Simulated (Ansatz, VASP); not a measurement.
**KCl: VASP beside Ansatz**

```
CELL_PARAMETERS angstrom
3.89449 0.00000 0.00000
0.00000 3.77081 0.00000
0.00000 0.00000 3.77081
ATOMIC_POSITIONS crystal
K 0.00000 0.00000 0.00000
Cl 0.50000 0.50000 0.50000
```

Change from the starting cell: uniaxial_x strain +3.3%.

Alike in both runs: task single point; functional r2SCAN; k mesh 8 × 8 × 8; no spin polarisation.

```csv
,VASP,Ansatz
version,VASP 6.6.1,Ansatz 0.2.0
potentials or method,"VASP PAW PBE potentials, release 64 (K_sv, Cl)","plane waves, PAW"
plane-wave cutoff (eV),520,500
occupations,"gaussian, width 0.01 eV",fixed
valence electrons in the cell,16,16
```

|  | VASP | Ansatz | Ansatz less VASP |
| --- | --- | --- | --- |
| gap on the k mesh at the Fermi level (eV) | 5.59 | 5.58 | -0.006 |
| pressure (GPa) | -0.7 | -0.7 | +0.04 |
| traceless stress, the component that is largest in VASP (GPa) | -0.98 | -0.98 | +0.001 |

VASP's potentials were made for PBE, not for r2SCAN.
